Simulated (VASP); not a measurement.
# BeTe (P4_2/mbc) in VASP: single point with PBE

Aim: the single point of BeTe with PBE.

Program: VASP 6.6.1. These are calculated values, not measurements. Logs are shortened: lines on timing, memory, paths and dates and some standing lists are left out, and cuts for length are marked.

### Step 1. The cell of the first run

Symmetry: P4_2/mbc, No. 135, tetragonal system. The conventional cell has a = 11.884 Å, b = 11.884 Å, c = 3.935 Å, α = 90.00°, β = 90.00°, γ = 90.00°. Be (site symmetry m) has 3 Te at 2.36 to 2.39 Å within 3.1 Å. Te (site symmetry m) has 3 Be at 2.36 to 2.39 Å within 3.1 Å.

The cell was generated, and may not be a known phase.

### Step 2. Single point, PBE

Contents of INCAR:

```
ALGO     = Normal         # electronic algorithm
EDIFF    = 1E-6           # SCF threshold, eV
ENCUT    = 520            # plane-wave cutoff, eV
GGA      = PE             # functional
ISIF     = 2              # what is computed and relaxed
ISMEAR   = 0              # smearing method
LASPH    = True           # aspherical terms in the spheres
LCHARG   = True           # write CHGCAR
LELF     = True           # ELF
LREAL    = Auto         
LVHAR    = True         
LWAVE    = False          # write WAVECAR
NBANDS   = 46             # bands
NELM     = 80             # most SCF steps
PREC     = Accurate       # precision mode
SIGMA    = 0.02           # smearing width, eV
```

Contents of KPOINTS:

```
k-points
0
Gamma
  4 4 8
```

Contents of POSCAR:

```
BeTe
1.0
   11.8837431547      0.0000000000      0.0000000000
    0.0000000000     11.8837431547      0.0000000000
    0.0000000000      0.0000000000      3.9347745169
Be Te
8 8
Direct
    0.5792842047      0.6364726633      0.0000000000
    0.8635273367      0.9207157953      0.5000000000
    0.4207157953      0.3635273367      0.0000000000
    0.1364726633      0.0792842047      0.5000000000
    0.6364726633      0.4207157953      0.5000000000
    0.9207157953      0.1364726633      0.0000000000
    0.3635273367      0.5792842047      0.5000000000
    0.0792842047      0.8635273367      0.0000000000
    0.0032428132      0.7792033961      0.5000000000
    0.2792033961      0.5032428132      0.0000000000
    0.9967571868      0.2207966039      0.5000000000
    0.7207966039      0.4967571868      0.0000000000
    0.2207966039      0.0032428132      0.0000000000
    0.4967571868      0.2792033961      0.5000000000
    0.7792033961      0.9967571868      0.0000000000
    0.5032428132      0.7207966039      0.5000000000
```

Potentials or basis: VASP PAW PBE potentials, release 64 (Be, Te).

On the command line:

```bash
cat potpaw_PBE.64/Be/POTCAR potpaw_PBE.64/Te/POTCAR > POTCAR
mpirun -np 1 vasp_std > vasp.out
```

OUTCAR:

```text
EDIFF = 1E-6
   ENCUT = 520
   GGA = PE
   ISIF = 2
   ISMEAR = 0
   LASPH = True
   LREAL = Auto
   NELM = 80
   PREC = Accurate

 ion  position               nearest neighbor table
   1  0.579  0.636  0.000-  12 2.36  16 2.39  16 2.39
   2  0.864  0.921  0.500-   9 2.36  15 2.39  15 2.39
   3  0.421  0.364  0.000-  10 2.36  14 2.39  14 2.39
   4  0.136  0.079  0.500-  11 2.36  13 2.39  13 2.39
   5  0.636  0.421  0.500-  14 2.36  12 2.39  12 2.39
   6  0.921  0.136  0.000-  15 2.36  11 2.39  11 2.39
[... 8 lines left out ...]
  15  0.779  0.997  0.000-   6 2.36   2 2.39   2 2.39
  16  0.503  0.721  0.500-   7 2.36   1 2.39   1 2.39

  LATTYP: Found a simple tetragonal cell.
 ALAT       =    11.8837431547
 C/A-ratio  =     0.3311056513

  Lattice vectors:

 A1 = (  11.8837431547,   0.0000000000,   0.0000000000)
 A2 = (   0.0000000000,  11.8837431547,   0.0000000000)
 A3 = (   0.0000000000,   0.0000000000,   3.9347745169)

Analysis of symmetry for initial positions (statically):
=====================================================================
 Subroutine PRICEL returns:
 Original cell was already a primitive cell.

 Routine SETGRP: Setting up the symmetry group for a
 simple tetragonal supercell.

 Subroutine GETGRP returns: Found 16 space group operations
 (whereof  4 operations were pure point group operations)
 out of a pool of 16 trial point group operations.

The static configuration has the point symmetry C_2h.
 The point group associated with its full space group is D_4h.

Analysis of symmetry for dynamics (positions and initial velocities):
=====================================================================
 Subroutine PRICEL returns:
 Original cell was already a primitive cell.

 Routine SETGRP: Setting up the symmetry group for a
 simple tetragonal supercell.

 Subroutine GETGRP returns: Found 16 space group operations
 (whereof  4 operations were pure point group operations)
 out of a pool of 16 trial point group operations.

The dynamic configuration has the point symmetry C_2h.
 The point group associated with its full space group is D_4h.

 Subroutine INISYM returns: Found 16 space group operations
 (whereof  4 operations are pure point group operations),
 and found     1 'primitive' translations

----------------------------------------------------------------------------------------

                                     Primitive cell

  volume of cell :     555.6820

  direct lattice vectors                    reciprocal lattice vectors
    11.883743155  0.000000000  0.000000000     0.084148571  0.000000000  0.000000000
     0.000000000 11.883743155  0.000000000     0.000000000  0.084148571  0.000000000
     0.000000000  0.000000000  3.934774517     0.000000000  0.000000000  0.254144169

  length of vectors
    11.883743155 11.883743155  3.934774517     0.084148571  0.084148571  0.254144169

  position of ions in fractional coordinates (direct lattice)
     0.579284205  0.636472663  0.000000000
     0.863527337  0.920715795  0.500000000
     0.420715795  0.363527337  0.000000000
     0.136472663  0.079284205  0.500000000
     0.636472663  0.420715795  0.500000000
     0.920715795  0.136472663  0.000000000
[... 8 lines left out ...]
     0.779203396  0.996757187  0.000000000
     0.503242813  0.720796604  0.500000000

  ion indices of the primitive-cell ions
   primitive index   ion index
                 1           1
                 2           2
                 3           3
                 4           4
                 5           5
                 6           6
[... 8 lines left out ...]
                15          15
                16          16

----------------------------------------------------------------------------------------

 KPOINTS: k-points

Automatic generation of k-mesh.
 Grid dimensions read from file:
 generate k-points for:    4    4    8

 Generating k-lattice:

  Cartesian coordinates                     Fractional coordinates (reciprocal lattice)
     0.021037143  0.000000000  0.000000000     0.250000000  0.000000000  0.000000000
     0.000000000  0.021037143  0.000000000     0.000000000  0.250000000  0.000000000
     0.000000000  0.000000000  0.031768021     0.000000000  0.000000000  0.125000000

  Length of vectors
     0.021037143  0.021037143  0.031768021

  Shift w.r.t. Gamma in fractional coordinates (k-lattice)
     0.000000000  0.000000000  0.000000000

 Subroutine IBZKPT returns following result:
 ===========================================

 Found     30 irreducible k-points:

 Following reciprocal coordinates:
            Coordinates               Weight
  0.000000  0.000000  0.000000      1.000000
  0.250000  0.000000  0.000000      4.000000
  0.500000  0.000000  0.000000      2.000000
  0.250000  0.250000  0.000000      4.000000
  0.500000  0.250000  0.000000      4.000000
  0.500000  0.500000  0.000000      1.000000
[... 16 lines left out ...]
  0.500000  0.250000  0.375000      8.000000
  0.500000  0.500000  0.375000      2.000000
 [... further k-points ...]
   k-points           NKPTS =     30   k-points in BZ     NKDIM =     30   number of bands    NBANDS=     46
   number of dos      NEDOS =    301   number of ions     NIONS =     16
   total plane-waves  NPLWV = 243000
   dimension x,y,z NGX =    90 NGY =   90 NGZ =   30
   dimension x,y,z NGXF=   180 NGYF=  180 NGZF=   60
   ions per type =               8   8
   NGX,Y,Z   is equivalent  to a cutoff of  12.59, 12.59, 12.68 a.u.
   NGXF,Y,Z  is equivalent  to a cutoff of  25.18, 25.18, 25.35 a.u.
 SYSTEM =  unknown system
   PREC   = accura    normal or accurate (medium, high low for compatibility)
   ISTART =      0    job   : 0-new  1-cont  2-samecut
   ICHARG =      2    charge: 1-file 2-atom 10-const
   ISPIN  =      1    spin polarized calculation?
   LNONCOLLINEAR =      F non collinear calculations
   LSORBIT =      F    spin-orbit coupling
   LASPH  =      T    aspherical Exc in radial PAW
   ENCUT  =  520.0 eV  38.22 Ry    6.18 a.u.  22.10 22.10  7.32*2*pi/ulx,y,z
   NELM   =     80;   NELMIN=  2; NELMDL= -5     # of ELM steps
   EDIFF  = 0.1E-05   stopping-criterion for ELM
   LREAL  =      T    real-space projection
   EDIFFG = 0.1E-04   stopping-criterion for IOM
   NSW    =      0    number of steps for IOM
   IBRION =     -1    ionic relax: 0-MD 1-quasi-New 2-CG
   NFREE  =      0    steps in history (QN), initial steepest desc. (CG)
   ISIF   =      2    stress and relaxation
   ISYM   =      2    0-nonsym 1-usesym 2-fastsym
   POTIM  = 0.5000    time-step for ionic-motion
   TEBEG  =    0.0;   TEEND  =   0.0 temperature during run
   PSTRESS=    0.0 pullay stress
   NELECT =      64.0000    total number of electrons
   NUPDOWN=      -1.0000    fix difference up-down
   EMIN   =  10.00;   EMAX   =-10.00  energy-range for DOS
   EFERMI =   0.00;   METHOD = LEGACY
   ISMEAR =     0;   SIGMA  =   0.02  broadening in eV -4-tet -1-fermi 0-gaus
   EFERMI_NEDOS =   21; number of points for ismear=-14 and -15
   IALGO  =     38    algorithm
   IMIX   =      4    mixing-type and parameters
     AMIX     =   0.40;   BMIX     =  1.00
     AMIX_MAG =   1.60;   BMIX_MAG =  1.00
  volume/ion in A,a.u.               =      34.73       234.37
  Fermi-wavevector in a.u.,A,eV,Ry     =   0.796513  1.505191  8.631978  0.634432
  Thomas-Fermi vector in A             =   1.903050
   LORBIT       =      0    0 simple, 1 ext, 2 COOP (PROOUT), +10 PAW based schemes
   GGA     = PE    functional components
   LHFCALC =     F    Hartree Fock is set to
   AEXX    =    0.0000 exact exchange contribution
   IVDW    =     0    specifies the selected vdW correction
   LEPSILON=     F    determine dielectric tensor
   LRPA    =     F    only Hartree local field effects (RPA)
 non-spin polarized calculation
 Gauss-broadening in eV      SIGMA  =   0.02
  energy-cutoff  :      520.00
  volume of cell :      555.68
 maximum number of plane-waves:     15011
 NGX is ok and might be reduce to    90
   NGX = 45   NGY = 45   NGZ = 15

 number of electron      63.9999997 magnetization

 Free energy of the ion-electron system (eV)
  ---------------------------------------------------
  ext. energy  EPLUGINS =         0.00000000
  ---------------------------------------------------
  free energy    TOTEN  =       -57.50591923 eV

  energy without entropy =      -57.50591923  energy(sigma->0) =      -57.50591923

 E-fermi :   1.2018     XC(G=0):  -6.9351

 val. band max:        1.0934290268   @ k =   0.0000   0.0000   0.0000
 cond. band min:       3.0329114299   @ k =   0.0000   0.0000   0.0000
 fundamental gap:      1.9394824031
 Fermi energy:         1.2018327648

 k-point     1 :       0.0000    0.0000    0.0000
  band No.  band energies     occupation
      1      -9.9427      2.00000
      2      -9.8849      2.00000
      3      -9.4637      2.00000
      4      -9.4637      2.00000
      5      -9.4452      2.00000
      6      -9.4452      2.00000
[... 36 lines left out ...]
     43       5.4682      0.00000
     44       5.4682      0.00000

 k-point     2 :       0.2500    0.0000    0.0000
  band No.  band energies     occupation
      1      -9.9348      2.00000
      2      -9.8939      2.00000
      3      -9.4612      2.00000
      4      -9.4610      2.00000
      5      -9.4481      2.00000
      6      -9.4479      2.00000
[... 36 lines left out ...]
     43       5.4763      0.00000
     44       5.4914      0.00000

 k-point     3 :       0.5000    0.0000    0.0000
  band No.  band energies     occupation
      1      -9.9149      2.00000
      2      -9.9149      2.00000
      3      -9.4551      2.00000
      4      -9.4551      2.00000
      5      -9.4542      2.00000
      6      -9.4542      2.00000
[... 976 lines left out ...]
     43       5.7021      0.00000
     44       5.7021      0.00000

 k-point    24 :       0.5000    0.5000    0.3750
  band No.  band energies     occupation
      1      -9.2270      2.00000
      2      -9.2270      2.00000
      3      -8.9756      2.00000
      4      -8.9756      2.00000
      5      -8.9445      2.00000
      6      -8.9445      2.00000
[... 36 lines left out ...]
     43       5.6947      0.00000
     44       5.6947      0.00000

 [... further k-points ...]

 [bands above 44 left out]

------------------------ aborting loop because EDIFF is reached ----------------------------------------

  FORCE on cell =-STRESS in cart. coord.  units (eV):
  Direction    XX          YY          ZZ          XY          YZ          ZX
  --------------------------------------------------------------------------------------
  -------------------------------------------------------------------------------------
  Total        0.3116830      0.3116830      0.4728768     -0.0000000      0.0000000     -0.0000000
  in kB        0.8986640      0.8986640      1.3634280     -0.0000000      0.0000000     -0.0000000
  external PRESSURE =       1.0535854 kB  Pullay stress =       0.0000000 kB

 VOLUME and BASIS-vectors are now :
 -----------------------------------------------------------------------------
  energy-cutoff  :      520.00
  volume of cell :      555.68
      direct lattice vectors                 reciprocal lattice vectors
    11.883743155  0.000000000  0.000000000     0.084148571  0.000000000  0.000000000
     0.000000000 11.883743155  0.000000000     0.000000000  0.084148571  0.000000000
     0.000000000  0.000000000  3.934774517     0.000000000  0.000000000  0.254144169

 POSITION                                       TOTAL-FORCE (eV/Angst)
 -----------------------------------------------------------------------------------
      6.88406      7.56368      0.00000         0.000557     -0.001303     -0.000000
     10.26194     10.94155      1.96739         0.001303     -0.000557     -0.000000
      4.99968      4.32007      0.00000        -0.000557      0.001303     -0.000000
      1.62181      0.94219      1.96739        -0.001303      0.000557     -0.000000
      7.56368      4.99968      1.96739        -0.001303     -0.000557     -0.000000
     10.94155      1.62181      0.00000        -0.000557     -0.001303     -0.000000
[... 8 lines left out ...]
      9.25985     11.84521      0.00000        -0.030625     -0.001395     -0.000000
      5.98041      8.56576      1.96739         0.001395      0.030625     -0.000000
 -----------------------------------------------------------------------------------
    total drift:                                0.000000     -0.000000      0.000000

  FREE ENERGIE OF THE ION-ELECTRON SYSTEM (eV)
  ---------------------------------------------------
  free  energy   TOTEN  =       -57.5059192343 eV

  energy  without entropy=      -57.5059192343  energy(sigma->0) =      -57.50591923
```

Wall time 11 min (1 thread of Intel Xeon Platinum 8488C (Sapphire Rapids), shared host); peak memory 0.8 GiB.

What came out:

```yaml
Free_energy: -57.5059 eV
Pressure: 0.1 GPa
Largest_force: 0.031 eV/Å
Band_gap_on_the_k_mesh: 1.94 eV
```

Forces on the atoms (eV/Å):
```
Be   0.001 -0.001  0.000
Be   0.001 -0.001  0.000
Be  -0.001  0.001  0.000
Be  -0.001  0.001  0.000
Be  -0.001 -0.001  0.000
Be  -0.001 -0.001  0.000
Be   0.001  0.001  0.000
Be   0.001  0.001  0.000
Te   0.001 -0.031  0.000
Te  -0.031  0.001  0.000
Te  -0.001  0.031  0.000
Te   0.031 -0.001  0.000
Te   0.031  0.001  0.000
Te  -0.001 -0.031  0.000
Te  -0.031 -0.001  0.000
Te   0.001  0.031  0.000
```

Levels at points of the mesh, in eV from the valence-band top:
| k point | band 30 | band 31 | band 32 | band 33 | band 34 | band 35 |
| --- | --- | --- | --- | --- | --- | --- |
| (0.00, 0.00, 0.00) | -0.39 | -0.06 | 0.00 | 1.94 | 2.56 | 3.16 |
| (0.50, 0.00, 0.00) | -0.68 | -0.03 | -0.03 | 2.24 | 2.24 | 3.17 |
| (0.50, 0.50, 0.00) | -0.49 | -0.03 | -0.03 | 2.28 | 2.28 | 3.15 |
| (0.00, 0.00, 0.50) | -1.17 | -1.15 | -1.15 | 2.69 | 2.69 | 2.77 |
| (0.50, 0.00, 0.50) | -1.17 | -1.16 | -1.16 | 2.82 | 2.82 | 2.85 |
| (0.50, 0.50, 0.50) | -1.16 | -1.16 | -1.16 | 2.85 | 2.85 | 2.85 |

Caveat: spin-orbit coupling is left out, which moves the levels of the heavy elements. A k mesh can miss the band edges.
